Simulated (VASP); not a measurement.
Si4Cl, 5 atoms in the cell. It takes space group P6/mmm (No. 191, hexagonal). The conventional cell has a = 5.452 Å, b = 5.452 Å, c = 4.744 Å, α = 90.00°, β = 90.00°, γ = 120.00°. Within 3.7 Å of Si (site symmetry mmm) lie 8 Si at 2.73 to 3.61 Å and 2 Cl at 2.73 Å. Within 3.1 Å of Si (site symmetry 6/mmm) lie 2 Cl at 2.37 Å. Cl (site symmetry 6/mmm) has 8 Si at 2.37 to 2.73 Å within 3.1 Å. The cell was generated, and may not be a known phase.

```yaml
Program: VASP 6.6.1
Task: single point
Functional: PBE
Potentials_or_basis: VASP PAW PBE potentials, release 64 (Si, Cl)
Cutoff: 500 eV
k_mesh: 4 × 4 × 3
Occupations: gaussian, width 0.2 eV
Spin: no spin polarisation
Dipole_correction: no
Further_INCAR_settings: ALGO = Normal; EDIFF = 1e-06; NBANDS = 20
```

Potentials or basis: VASP PAW PBE potentials, release 64 (Si, Cl).

Command:

```console
$ cat potpaw_PBE.64/Si/POTCAR potpaw_PBE.64/Cl/POTCAR > POTCAR
$ mpirun -np 1 vasp_std > vasp.out
```

Hardware: 1 thread of Intel(R) Xeon(R) Platinum 8259CL CPU @ 2.50GHz (Skylake/Cascade Lake) (shared host).

**Question.** How long does it take, and how much memory?

**Answer.** It took 15 s on 1 thread of Intel(R) Xeon(R) Platinum 8259CL CPU @ 2.50GHz (Skylake/Cascade Lake), with other jobs on the host, peak memory 0.22 GiB. Counts: scf iterations 12, k points 8.
